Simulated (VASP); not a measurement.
# Al2Pt (Fm-3m) in VASP: single point with r2SCAN

Aim: the single point of Al2Pt with r2SCAN.

All numbers are computed with VASP 6.6.1; they aren't measurements. Logs are shortened: lines on timing, memory, paths and dates and some standing lists are left out, and cuts for length are marked.

## 1. The cell of the first run

Symmetry: Fm-3m, No. 225, cubic system. Conventional cell: a = 5.845 Å, b = 5.845 Å, c = 5.845 Å, α = 90.00°, β = 90.00°, γ = 90.00°. Pt (site symmetry m-3m) has 8 Al at 2.53 Å within 3.3 Å. Within 3.3 Å of Al (site symmetry -43m) lie 4 Pt at 2.53 Å and 6 Al at 2.92 Å.

## 2. Single point, r2SCAN

The input, POSCAR:

```
Al2Pt
1.0
    0.0000000000      2.9226190000      2.9226190000
    2.9226190000      0.0000000000      2.9226190000
    2.9226190000      2.9226190000      0.0000000000
Pt Al
1 2
Direct
    0.0000000000      0.0000000000      0.0000000000
    0.2500000000      0.2500000000      0.2500000000
    0.7500000000      0.7500000000      0.7500000000
```

The input, INCAR.step1:

```
SYSTEM = Al2Pt
PREC = Accurate
ENCUT = 550
ISMEAR = -1
SIGMA = 0.1
LREAL = .False.
LASPH = .True.
NELM = 120
NBANDS = 15
GGA = PE
ALGO = Normal
EDIFF = 1E-5
LWAVE = .True.
LCHARG = .False.
GGA_COMPAT = .False.
```

The input, INCAR.step2:

```
SYSTEM = Al2Pt
PREC = Accurate
ENCUT = 550
EDIFF = 1E-6
ISMEAR = -1
SIGMA = 0.1
LREAL = .False.
LASPH = .True.
NELM = 120
ALGO = Normal
ISIF = 2
LWAVE = .False.
LCHARG = .False.
METAGGA = R2SCAN
LMIXTAU = .True.
NBANDS = 15
ISTART = 1
GGA_COMPAT = .False.
```

The input, KPOINTS:

```
regular mesh
0
Gamma
  10 10 10
  0 0 0
```

Potentials or basis: VASP PAW PBE potentials, release 64 (Pt, Al).

The run is started by

```bash
$ cat potpaw_PBE.64/Pt/POTCAR potpaw_PBE.64/Al/POTCAR > POTCAR
$ cp INCAR.step1 INCAR
$ mpirun -np 1 vasp_std > vasp.out
$ cp INCAR.step2 INCAR
$ mpirun -np 1 vasp_std > vasp.out
```

OUTCAR:

```text
SYSTEM = Al2Pt
   PREC = Accurate
   ENCUT = 550
   EDIFF = 1E-6
   ISMEAR = -1
   LREAL = .False.
   LASPH = .True.
   NELM = 120
   ISIF = 2
   METAGGA = R2SCAN
   ISTART = 1

 ion  position               nearest neighbor table
   1  0.000  0.000  0.000-   3 2.53   3 2.53   3 2.53   2 2.53   2 2.53   2 2.53   3 2.53   2 2.53

   2  0.250  0.250  0.250-   1 2.53   1 2.53   1 2.53   1 2.53   3 2.92   3 2.92   3 2.92   3 2.92
                             3 2.92   3 2.92
   3  0.750  0.750  0.750-   1 2.53   1 2.53   1 2.53   1 2.53   2 2.92   2 2.92   2 2.92   2 2.92
                             2 2.92   2 2.92

  LATTYP: Found a face centered cubic cell.
 ALAT       =     5.8452380000

  Lattice vectors:

 A1 = (   0.0000000000,   2.9226190000,   2.9226190000)
 A2 = (   2.9226190000,   0.0000000000,   2.9226190000)
 A3 = (   2.9226190000,   2.9226190000,   0.0000000000)

Analysis of symmetry for initial positions (statically):
=====================================================================
 Subroutine PRICEL returns:
 Original cell was already a primitive cell.

 Routine SETGRP: Setting up the symmetry group for a
 face centered cubic supercell.

 Subroutine GETGRP returns: Found 48 space group operations
 (whereof 48 operations were pure point group operations)
 out of a pool of 48 trial point group operations.

The static configuration has the point symmetry O_h .

Analysis of symmetry for dynamics (positions and initial velocities):
=====================================================================
 Subroutine PRICEL returns:
 Original cell was already a primitive cell.

 Routine SETGRP: Setting up the symmetry group for a
 face centered cubic supercell.

 Subroutine GETGRP returns: Found 48 space group operations
 (whereof 48 operations were pure point group operations)
 out of a pool of 48 trial point group operations.

The dynamic configuration has the point symmetry O_h .

 Subroutine INISYM returns: Found 48 space group operations
 (whereof 48 operations are pure point group operations),
 and found     1 'primitive' translations

----------------------------------------------------------------------------------------

                                     Primitive cell

  volume of cell :      49.9283

  direct lattice vectors                    reciprocal lattice vectors
     0.000000000  2.922619000  2.922619000    -0.171079433  0.171079433  0.171079433
     2.922619000  0.000000000  2.922619000     0.171079433 -0.171079433  0.171079433
     2.922619000  2.922619000  0.000000000     0.171079433  0.171079433 -0.171079433

  length of vectors
     4.133207427  4.133207427  4.133207427     0.296318269  0.296318269  0.296318269

  position of ions in fractional coordinates (direct lattice)
     0.000000000  0.000000000  0.000000000
     0.250000000  0.250000000  0.250000000
     0.750000000  0.750000000  0.750000000

  ion indices of the primitive-cell ions
   primitive index   ion index
                 1           1
                 2           2
                 3           3

----------------------------------------------------------------------------------------

 KPOINTS: regular mesh

Automatic generation of k-mesh.
 Grid dimensions read from file:
 generate k-points for:   10   10   10

 Generating k-lattice:

  Cartesian coordinates                     Fractional coordinates (reciprocal lattice)
    -0.017107943  0.017107943  0.017107943     0.100000000  0.000000000  0.000000000
     0.017107943 -0.017107943  0.017107943     0.000000000  0.100000000  0.000000000
     0.017107943  0.017107943 -0.017107943     0.000000000  0.000000000  0.100000000

  Length of vectors
     0.029631827  0.029631827  0.029631827

  Shift w.r.t. Gamma in fractional coordinates (k-lattice)
     0.000000000  0.000000000  0.000000000

 Subroutine IBZKPT returns following result:
 ===========================================

 Found     47 irreducible k-points:

 Following reciprocal coordinates:
            Coordinates               Weight
  0.000000  0.000000  0.000000      1.000000
  0.100000  0.000000  0.000000      8.000000
  0.200000  0.000000  0.000000      8.000000
  0.300000  0.000000  0.000000      8.000000
  0.400000  0.000000  0.000000      8.000000
  0.500000  0.000000  0.000000      4.000000
[... 16 lines left out ...]
  0.300000  0.300000  0.000000      6.000000
  0.400000  0.300000  0.000000     24.000000
 [... further k-points ...]
   k-points           NKPTS =     47   k-points in BZ     NKDIM =     47   number of bands    NBANDS=     15
   number of dos      NEDOS =    301   number of ions     NIONS =      3
   total plane-waves  NPLWV =  32768
   dimension x,y,z NGX =    32 NGY =   32 NGZ =   32
   dimension x,y,z NGXF=    64 NGYF=   64 NGZF=   64
   ions per type =               1   2
   NGX,Y,Z   is equivalent  to a cutoff of  12.87, 12.87, 12.87 a.u.
   NGXF,Y,Z  is equivalent  to a cutoff of  25.74, 25.74, 25.74 a.u.
 SYSTEM =  Al2Pt
   PREC   = accura    normal or accurate (medium, high low for compatibility)
   ISTART =      1    job   : 0-new  1-cont  2-samecut
   ICHARG =      0    charge: 1-file 2-atom 10-const
   ISPIN  =      1    spin polarized calculation?
   LNONCOLLINEAR =      F non collinear calculations
   LSORBIT =      F    spin-orbit coupling
   LASPH  =      T    aspherical Exc in radial PAW
   ENCUT  =  550.0 eV  40.42 Ry    6.36 a.u.   7.90  7.90  7.90*2*pi/ulx,y,z
   NELM   =    120;   NELMIN=  2; NELMDL=  0     # of ELM steps
   EDIFF  = 0.1E-05   stopping-criterion for ELM
   LREAL  =      F    real-space projection
   EDIFFG = 0.1E-04   stopping-criterion for IOM
   NSW    =      0    number of steps for IOM
   IBRION =     -1    ionic relax: 0-MD 1-quasi-New 2-CG
   NFREE  =      0    steps in history (QN), initial steepest desc. (CG)
   ISIF   =      2    stress and relaxation
   ISYM   =      2    0-nonsym 1-usesym 2-fastsym
   POTIM  = 0.5000    time-step for ionic-motion
   TEBEG  =    0.0;   TEEND  =   0.0 temperature during run
   PSTRESS=    0.0 pullay stress
   NELECT =      16.0000    total number of electrons
   NUPDOWN=      -1.0000    fix difference up-down
   EMIN   =  10.00;   EMAX   =-10.00  energy-range for DOS
   EFERMI =   0.00;   METHOD = LEGACY
   ISMEAR =    -1;   SIGMA  =   0.10  broadening in eV -4-tet -1-fermi 0-gaus
   EFERMI_NEDOS =   21; number of points for ismear=-14 and -15
   IALGO  =     38    algorithm
   IMIX   =      4    mixing-type and parameters
     AMIX     =   0.40;   BMIX     =  1.00
     AMIX_MAG =   1.60;   BMIX_MAG =  1.00
  volume/ion in A,a.u.               =      16.64       112.31
  Fermi-wavevector in a.u.,A,eV,Ry     =   1.120296  2.117052 17.076158  1.255062
  Thomas-Fermi vector in A             =   2.256941
   LORBIT       =      0    0 simple, 1 ext, 2 COOP (PROOUT), +10 PAW based schemes
   METAGGA = R2SCAN    functional components
   LHFCALC =     F    Hartree Fock is set to
   AEXX    =    0.0000 exact exchange contribution
   IVDW    =     0    specifies the selected vdW correction
   LEPSILON=     F    determine dielectric tensor
   LRPA    =     F    only Hartree local field effects (RPA)
 non-spin polarized calculation
  energy-cutoff  :      550.00
  volume of cell :       49.93
 maximum number of plane-waves:      1476
   NGX = 15   NGY = 15   NGZ = 15

 number of electron      15.9999999 magnetization

 Free energy of the ion-electron system (eV)
  ---------------------------------------------------
  ext. energy  EPLUGINS =         0.00000000
  ---------------------------------------------------
  free energy    TOTEN  =       -67.91154590 eV

  energy without entropy =      -67.87678997  energy(sigma->0) =      -67.89416794

 E-fermi :   8.1912     XC(G=0): -11.6162

 val. band max:        8.1495335449   @ k =   0.5000   0.3000   0.1000
 cond. band min:       8.2728527418   @ k =   0.5000   0.2000   0.0000
 fundamental gap:      0.1233191969
 Fermi energy:         8.1911607711

 k-point     1 :       0.0000    0.0000    0.0000
  band No.  band energies     occupation
      1      -2.7980      2.00000
      2       2.6818      2.00000
      3       2.6818      2.00000
      4       2.6818      2.00000
      5       4.1360      2.00000
      6       4.1360      2.00000
      7      12.1376      0.00000
      8      12.1897      0.00000
      9      12.1897      0.00000
     10      12.1897      0.00000
     11      14.1724      0.00000
     12      14.1724      0.00000
     13      14.1724      0.00000
     14      15.2223      0.00000
     15      15.2223      0.00000

 k-point     2 :       0.1000    0.0000    0.0000
  band No.  band energies     occupation
      1      -2.6488      2.00000
      2       2.6047      2.00000
      3       2.7327      2.00000
      4       2.7327      2.00000
      5       4.1194      2.00000
      6       4.1194      2.00000
      7      10.5655      0.00000
      8      11.8200      0.00000
      9      11.8200      0.00000
     10      12.3045      0.00000
     11      14.5911      0.00000
     12      14.5911      0.00000
     13      14.8677      0.00000
     14      14.9076      0.00000
     15      14.9076      0.00000

 k-point     3 :       0.2000    0.0000    0.0000
  band No.  band energies     occupation
      1      -2.2124      2.00000
      2       2.4069      2.00000
      3       2.8554      2.00000
      4       2.8554      2.00000
      5       4.1053      2.00000
      6       4.1053      2.00000
      7       8.3226      0.42361
      8      11.0382      0.00000
      9      11.0382      0.00000
     10      12.6413      0.00000
     11      14.4152      0.00000
     12      14.4152      0.00000
     13      14.5078      0.00000
     14      15.5387      0.00000
     15      15.5387      0.00000

 k-point     4 :       0.3000    0.0000    0.0000
  band No.  band energies     occupation
      1      -1.5323      2.00000
      2       2.1544      2.00000
      3       2.9702      2.00000
      4       2.9702      2.00000
      5       4.1716      2.00000
      6       4.1716      2.00000
      7       6.3056      2.00000
      8      10.1803      0.00000
      9      10.1803      0.00000
     10      12.7791      0.00000
     11      14.0872      0.00000
     12      14.0872      0.00000
     13      14.3469      0.00000
     14      16.7255      0.00000
     15      16.7255      0.00000
[... 307 lines left out ...]
 k-point    22 :      -0.2000    0.2000    0.0000
  band No.  band energies     occupation
      1      -1.2820      2.00000
      2       2.1174      2.00000
      3       2.9303      2.00000
      4       3.1673      2.00000
      5       3.8723      2.00000
      6       4.3760      2.00000
      7       6.5509      2.00000
      8       7.8639      1.92696
      9      10.5179      0.00000
     10      12.8669      0.00000
     11      14.2602      0.00000
     12      14.2866      0.00000
     13      15.4407      0.00000
     14      15.7300      0.00000
     15      17.2041      0.00000

 k-point    23 :       0.3000    0.3000    0.0000
  band No.  band energies     occupation
      1      -1.0454      2.00000
      2       1.9846      2.00000
      3       3.3639      2.00000
      4       3.3639      2.00000
      5       3.3678      2.00000
      6       4.4985      2.00000
      7       7.1161      1.99996
      8       8.0318      1.66214
      9       8.0318      1.66214
     10      11.9818      0.00000
     11      12.2531      0.00000
     12      17.1784      0.00000
     13      17.1784      0.00000
     14      17.2031      0.00000
     15      17.5244      0.00000

 k-point    24 :       0.4000    0.3000    0.0000
  band No.  band energies     occupation
      1      -0.3693      2.00000
      2       1.8514      2.00000
      3       3.0467      2.00000
      4       3.5539      2.00000
      5       3.7552      2.00000
      6       4.5633      2.00000
      7       5.6733      2.00000
      8       7.5088      1.99783
      9       7.5271      1.99739
     10      12.0401      0.00000
     11      12.5392      0.00000
     12      16.2934      0.00000
     13      17.3788      0.00000
     14      18.2234      0.00000
     15      18.6502      0.00000

 [... further k-points ...]

------------------------ aborting loop because EDIFF is reached ----------------------------------------

  FORCE on cell =-STRESS in cart. coord.  units (eV):
  Direction    XX          YY          ZZ          XY          YZ          ZX
  --------------------------------------------------------------------------------------
  -------------------------------------------------------------------------------------
  Total        1.3480232      1.3480232      1.3480232      0.0000000      0.0000000     -0.0000000
  in kB       43.2574943     43.2574943     43.2574943      0.0000000      0.0000000     -0.0000000
  external PRESSURE =      43.2574943 kB  Pullay stress =       0.0000000 kB

 VOLUME and BASIS-vectors are now :
 -----------------------------------------------------------------------------
  energy-cutoff  :      550.00
  volume of cell :       49.93
      direct lattice vectors                 reciprocal lattice vectors
     0.000000000  2.922619000  2.922619000    -0.171079433  0.171079433  0.171079433
     2.922619000  0.000000000  2.922619000     0.171079433 -0.171079433  0.171079433
     2.922619000  2.922619000  0.000000000     0.171079433  0.171079433 -0.171079433

 POSITION                                       TOTAL-FORCE (eV/Angst)
 -----------------------------------------------------------------------------------
      0.00000      0.00000      0.00000         0.000000     -0.000000     -0.000000
      1.46131      1.46131      1.46131         0.000000      0.000000      0.000000
      4.38393      4.38393      4.38393        -0.000000     -0.000000     -0.000000
 -----------------------------------------------------------------------------------
    total drift:                                0.000000     -0.000000      0.000000

  FREE ENERGIE OF THE ION-ELECTRON SYSTEM (eV)
  ---------------------------------------------------
  free  energy   TOTEN  =       -67.9115458969 eV

  energy  without entropy=      -67.8767899745  energy(sigma->0) =      -67.89416794
```

Run time: 76 s. Hardware: 1 thread of Intel Xeon Platinum 8375C at 2.90GHz (Ice Lake), shared host; peak memory 0.21 GiB.

Results:

```yaml
Free_energy: -67.9115 eV
Pressure: 4.3 GPa
Band_gap_on_the_k_mesh: zero (band 8 reaches 12.19 eV, above the bottom of band 9 at 6.42 eV)
```

Levels at points of the mesh, in eV from the Fermi level:
```tsv
k point	band 6	band 7	band 8	band 9	band 10	band 11
(0.00, 0.00, 0.00)	-4.06	3.95	4.00	4.00	4.00	5.98
(0.50, 0.00, 0.00)	-3.78	-3.78	1.04	1.04	4.40	5.68
(0.50, 0.50, 0.00)	-3.73	-3.48	-1.77	-1.77	3.79	3.80
```

Caveat: the PAW data sets were made with another functional, which shifts forces and pressure a little; spin-orbit coupling is left out, which moves the levels of the heavy elements.
